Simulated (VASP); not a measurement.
Write the native input for VASP 6.6.1 that does the following.

| Property | Result |
| --- | --- |
| Task | single point |
| Functional | PBE |
| Potentials or basis | VASP PAW PBE potentials, release 64 (Pt) |
| Cutoff | 520 eV |
| k mesh | 4 × 4 × 4 |
| Occupations | gaussian, width 0.1 eV |
| Spin | no spin polarisation |
| Dipole correction | no |
| Further INCAR settings | LREAL = Auto; ALGO = Normal; EDIFF = 1e-07; NBANDS = 149 |

The structure of Pt (a cell with a defect) lies in POSCAR:

```
Pt
1.0
    0.0000000000      5.9553460791      5.9553460791
    5.9553460791      0.0000000000      5.9553460791
    5.9553460791      5.9553460791      0.0000000000
Pt
26
Direct
    0.0000000000      0.0000000000      0.3259801439
    0.0000000000      0.0000000000      0.6740198561
    0.0000000000      0.3259801439      0.0000000000
    0.0001298885      0.3332900372      0.3332900372
    0.0000000000      0.3259801439      0.6740198561
    0.0000000000      0.6740198561      0.0000000000
    0.0000000000      0.6740198561      0.3259801439
   -0.0001298885      0.6667099628      0.6667099628
    0.3259801439      0.0000000000      0.0000000000
    0.3332900372      0.0001298885      0.3332900372
    0.3259801439      0.0000000000      0.6740198561
    0.3332900372      0.3332900372      0.0001298885
    0.3332900372      0.3332900372      0.3332900372
    0.3321312030      0.3321312030      0.6678687970
    0.3259801439      0.6740198561      0.0000000000
    0.3321312030      0.6678687970      0.3321312030
    0.3321312030      0.6678687970      0.6678687970
    0.6740198561      0.0000000000      0.0000000000
    0.6740198561      0.0000000000      0.3259801439
    0.6667099628     -0.0001298885      0.6667099628
    0.6740198561      0.3259801439      0.0000000000
    0.6678687970      0.3321312030      0.3321312030
    0.6678687970      0.3321312030      0.6678687970
    0.6667099628      0.6667099628     -0.0001298885
    0.6678687970      0.6678687970      0.3321312030
    0.6667099628      0.6667099628      0.6667099628
```

These files were run (other wordings do the same):

INCAR

```
ALGO = Normal ; EDIFF = 1E-7
ENCUT = 520 ; GGA = PE
ISIF = 2 ; ISMEAR = 0
LASPH = True ; LCHARG = False
LREAL = Auto ; LWAVE = False
NBANDS = 149 ; NELM = 60
PREC = Accurate ; SIGMA = 0.1
```

KPOINTS

```
k-points
0
Gamma
  4 4 4
```

Potentials or basis: VASP PAW PBE potentials, release 64 (Pt).

Run with:

```console
$ cat potpaw_PBE.64/Pt/POTCAR > POTCAR
$ mpirun -np 1 vasp_std > vasp.out
```

It gave:

```yaml
Pressure: -4.3 GPa
Largest_force: 0.005 eV/Å
Band_gap_on_the_k_mesh: zero (band 130 reaches 10.12 eV, above the bottom of band 131 at 9.38 eV)
```

Caveat: spin-orbit coupling is left out, which moves the levels of the heavy elements.

Run time: 26 min on 1 thread of Intel Xeon 6975P-C, on a shared host, peak memory 0.74 GiB.
